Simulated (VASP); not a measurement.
Set up this calculation in VASP 6.6.1, as the native input.

- Task: single point
- Functional: RPBE
- Dispersion: D3(BJ)
- Potentials or basis: VASP PAW PBE potentials, release 64 (Hf_pv, C)
- Cutoff: 520 eV
- k mesh: 10 × 10 × 10
- Occupations: fermi-dirac, width 0.1 eV
- Spin: collinear spin, ferromagnetic start
- Starting moments: [1.0, 0.0] μB
- Fixed moment: 1 μB
- Dipole correction: no
- Further INCAR settings: ALGO = Normal; EDIFF = 1e-06; NBANDS = 18

The structure of HfC lies in POSCAR:

```
HfC
1.0
    0.0000000000      2.2775377028      2.2775377028
    2.2775377028      0.0000000000      2.2775377028
    2.2775377028      2.2775377028      0.0000000000
Hf C
1 1
Direct
    0.5000000000      0.5000000000      0.5000000000
    0.0000000000      0.0000000000      0.0000000000
```

This cell differs from its parent crystal: volume scaled by 0.94.

One way to write it, as run:

INCAR

```
PREC = Accurate
ENCUT = 520
EDIFF = 1E-6
ISMEAR = -1
SIGMA = 0.1
LREAL = False
LASPH = True
NELM = 150
ALGO = Normal
ISIF = 2
LWAVE = False
LCHARG = True
ISPIN = 2
MAGMOM = 1 0
LORBIT = 11
NUPDOWN = 1.0
LMAXMIX = 4
GGA = RP
IVDW = 12
LELF = True
LVHAR = True
NBANDS = 18
```

KPOINTS

```
regular mesh
0
Gamma
  10 10 10
```

Potentials or basis: VASP PAW PBE potentials, release 64 (Hf_pv, C).

The run is started by

```sh
$ cat potpaw_PBE.64/Hf_pv/POTCAR potpaw_PBE.64/C/POTCAR > POTCAR
$ mpirun -np 1 vasp_std > vasp.out
```

It gave:

* Pressure: -9.3 GPa
* Net moment: 1.00 μB per cell
* Site moments: Hf +0.38; C +0.28 μB
* Valence electrons inside the program's atomic spheres: Hf 8.79; C 2.42
* Dispersion energy per atom: -2.451 eV

Caveat: three body term missing; the PAW data sets were made with another functional, which shifts forces and pressure a little; the total moment is fixed, so each spin has its own Fermi level.

It took 12 s on 1 thread of Intel(R) Xeon(R) 6975P-C (Granite Rapids), on a shared host, peak memory 0.17 GiB.
